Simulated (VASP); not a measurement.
In3Sb:

```
Sb In
1.0
     0.00000    3.84000    3.84000
     3.84000    0.00000    3.84000
     3.84000    3.84000    0.00000
Sb In
1 3
Direct
  0.00000 0.00000 0.00000
  0.50000 0.50000 0.50000
  0.25000 0.25000 0.25000
  0.75000 0.75000 0.75000
```

```yaml
Program: VASP 6.6.1
Task: relaxation of cell and atoms
Functional: PBEsol
Potentials_or_basis: VASP PAW PBE potentials, release 64 (Sb, In_d)
Cutoff: 500 eV
k_mesh: 5 × 5 × 5
Occupations: gaussian, width 0.01 eV
Spin: no spin polarisation
```

At the start: pressure -3.6 GPa; volume 28.31 Å³/atom.

Question: Where does the relaxation end?

Answer: Over 3 steps the energy falls by 28.7 meV/atom and the volume is 25.91 Å³/atom (-8.5 %); space group Fm-3m (No. 225, to 0.1 Å) before and after.

Step by step:
```
step  energy change (eV)  largest force (eV/Å)  pressure (GPa)  volume (Å³)
   1              0.0000                0.0000           -3.59       113.25
   2             -0.1145                0.0000            0.22       103.18
   3             -0.1148                0.0000           -0.03       103.64
```

Final structure:
```
Sb In
1.0
     0.00000    3.72815    3.72815
     3.72815    0.00000    3.72815
     3.72815    3.72815    0.00000
Sb In
1 3
Direct
  0.00000 0.00000 0.00000
  0.50000 0.50000 0.50000
  0.25000 0.25000 0.25000
  0.75000 0.75000 0.75000
```

Caveat: the PAW data sets were made with another functional, which shifts forces and pressure a little.
